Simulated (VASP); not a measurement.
Ir:

```
Ir
1.0
     0.00000    1.92696    1.92696
     1.92696    0.00000    1.92696
     1.92696    1.92696    0.00000
Ir
1
Direct
  0.00000 0.00000 0.00000
```

Base run:

```yaml
Program: VASP 6.6.1
Functional: PBE
Potentials_or_basis: VASP PAW PBE potentials, release 64 (Ir)
Cutoff: 520 eV
k_mesh: 18 × 18 × 18
Occupations: fermi-dirac, width 0.03 eV
Spin: non-collinear spin, zero start, spin-orbit coupling
Starting_moments: "[[0.0, 0.0, 0.0]] μB"
```

Its results: pressure 6.3 GPa.

Question: The run is repeated on the same cell with these changes: spin from non-collinear spin, zero start, spin-orbit coupling to no spin polarisation; further incar settings from ALGO = Normal; EDIFF = 1e-08; NBANDS = 20 to ALGO = Normal; EDIFF = 1e-07; NBANDS = 10. What comes out?

Answer: Pressure 5.2 GPa.
